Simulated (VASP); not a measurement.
Here is a VASP 6.6.1 calculation.

File INCAR:

```
SYSTEM = MgO
PREC     = Accurate       ! precision mode
ENCUT    = 520            ! plane-wave cutoff, eV
EDIFF    = 1E-6           ! SCF threshold, eV
ISMEAR   = -1             ! smearing method
SIGMA    = 0.02           ! smearing width, eV
LREAL    = Auto         
LASPH    = .True.         ! aspherical terms in the spheres
NELM     = 60             ! most SCF steps
ALGO     = Normal         ! electronic algorithm
ISIF     = 2              ! what is computed and relaxed
LWAVE    = .False.        ! write WAVECAR
LCHARG   = .False.        ! write CHGCAR
GGA      = PS             ! functional
NBANDS   = 66             ! bands
```

Contents of KPOINTS:

```
Automatic mesh
0
Gamma
  2 2 1
  0 0 0
```

The input POSCAR:

```
MgO
1.0
    5.5012910000      0.0000000000      0.0000000000
    2.7506450000      4.7642580000      0.0000000000
    0.0000000000      0.0000000000     16.6147310000
Mg O
12 12
Direct
    0.0000000000      0.0000000000      0.0601875528
   -0.0000010465      0.4999939130      0.0601875528
    0.4999917292      0.0000000000      0.0601875528
    0.5000088603      0.4999939130      0.0601875528
    0.7149233262      0.6288702249      0.2087123770
    0.6920714090      0.1655661805      0.2145626071
    0.2271923889      0.6382315987      0.2320651475
    0.1815865774      0.1573592362      0.2059618058
    0.2998218322      0.2838217410      0.3679204918
    0.3475742545      1.1836470653      0.5191176433
    0.6892197305      0.6208731769      0.3868795709
    0.8831568386      1.0364468087      0.3983874310
    0.3333407547      0.8333301849      0.1277721559
    0.3333236236      0.3333362719      0.1277721559
    0.8333324839      0.8333301849      0.1277721559
    0.8333335303      0.3333362719      0.1277721559
    1.0378946759      0.4900448296      0.2737691029
    1.0063945502      0.0056462098      0.2831643799
    0.5302235980      0.4542155358      0.3101103473
    0.5218365322     -0.0593586661      0.2616894610
    0.3522895466      0.5249505799      0.4875191780
    0.6234274951      0.9818947672      0.4332239866
    0.0045580647      0.3259689127      0.4482588373
    0.4513402181      0.6994163624      0.4918466631
```

Potentials or basis: VASP PAW PBE potentials, release 64 (Mg, O).

Run with:

```console
$ cat potpaw_PBE.64/Mg/POTCAR potpaw_PBE.64/O/POTCAR > POTCAR
$ mpirun -np 1 vasp_std > vasp.out
```

Estimate the largest force.

5.445 eV/Å.

What does it give for the band gap on the k mesh?

Zero (bands 48 and 49 overlap by 0.12 eV).

Forces in eV/Å, atoms in the order of the input:
```
Mg  -0.136 -0.304 -0.181
Mg   0.324  0.199 -0.345
Mg   0.144 -0.042 -0.078
Mg  -0.250  0.083 -0.302
Mg   0.447  0.013 -0.483
Mg  -1.786 -1.887  0.657
Mg   0.861  2.566 -0.681
Mg   0.114 -0.579  0.863
Mg   0.263 -0.195 -1.878
Mg  -0.792 -0.577 -1.145
Mg  -0.114  0.752 -0.668
Mg   4.904  1.221 -2.027
O   -0.217 -0.761 -0.222
O    0.710  0.208  0.282
O    0.346  0.017 -0.855
O   -0.136 -0.331  0.708
O   -2.096 -1.562  1.919
O    0.821 -0.602  0.265
O    0.153 -0.380 -0.337
O    0.307  3.201  2.747
O   -2.269 -1.331  0.250
O   -2.905  0.223  1.441
O    0.056 -1.480 -0.170
O    1.249  1.548  0.241
```

Caveat: the k points lie up to 0.66 Å⁻¹ apart; the atoms stand as in a frame of molecular dynamics; the PAW data sets were made with another functional, which shifts forces and pressure a little.
